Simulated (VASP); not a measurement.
**HfN: single point with PBEsol**

Crystal: HfN.

```xyz
4
Lattice="2.1496 2.1496 0.0000 -2.1496 2.1496 0.0000 0.0000 0.0000 4.2992" Properties=species:S:1:pos:R:3 pbc="T T T"
Hf    0.0000    0.0000    0.0000
Hf    0.0000    2.1496    2.1496
N     0.0000    2.1496    0.0000
N     0.0000    0.0000    2.1496
```

This cell differs from its parent crystal: equal strain along all axes, cell held: -4.5 %.

```json
{
 "Program": "VASP 6.6.1",
 "Task": "single point",
 "Functional": "PBEsol",
 "Potentials or basis": "VASP PAW PBE potentials, release 64 (Hf_pv, N)",
 "Cutoff": "520 eV",
 "k mesh": "16 × 16 × 12",
 "Occupations": "gaussian, width 0.1 eV",
 "Spin": "no spin polarisation",
 "Dipole correction": "no",
 "Further INCAR settings": "ALGO = Normal; EDIFF = 1e-06; NBANDS = 23"
}
```

The pressure is 50.5 GPa. The band gap on the k mesh is zero (bands 15 and 16 overlap by 7.69 eV).

Levels at points of the mesh, in eV from the Fermi level:
```
           k point  band 12  band 13  band 14  band 15  band 16  band 17  band 18  band 19
(0.00, 0.00, 0.00)    -3.64    -3.12    -3.12    -3.11    -0.47    -0.47    -0.47     2.33
(0.50, 0.00, 0.00)    -6.55    -5.59    -5.59     2.12     2.12     2.59     2.59     3.96
(0.50, 0.50, 0.00)    -4.56    -3.64    -3.64    -3.64    -3.64     4.97     4.97     6.81
(0.00, 0.00, 0.50)    -4.00    -4.00    -4.00    -2.97    -2.97     3.49     3.49     3.90
(0.50, 0.00, 0.50)    -6.95    -6.95    -6.95     4.05     4.05     4.54     4.54     4.54
(0.50, 0.50, 0.50)    -5.58    -5.58    -5.58     1.35     1.35     1.35     1.35     6.83
```

It took 5.3 min on 1 thread of Intel Xeon 8259CL, on a shared host, peak memory 0.35 GiB.

Caveat: the cell differs from its parent crystal (equal strain along all axes, cell held: -4.5 %); the cell stands under pressure; the PAW data sets were made with another functional, which shifts forces and pressure a little; spin-orbit coupling is left out, which moves the levels of the heavy elements.
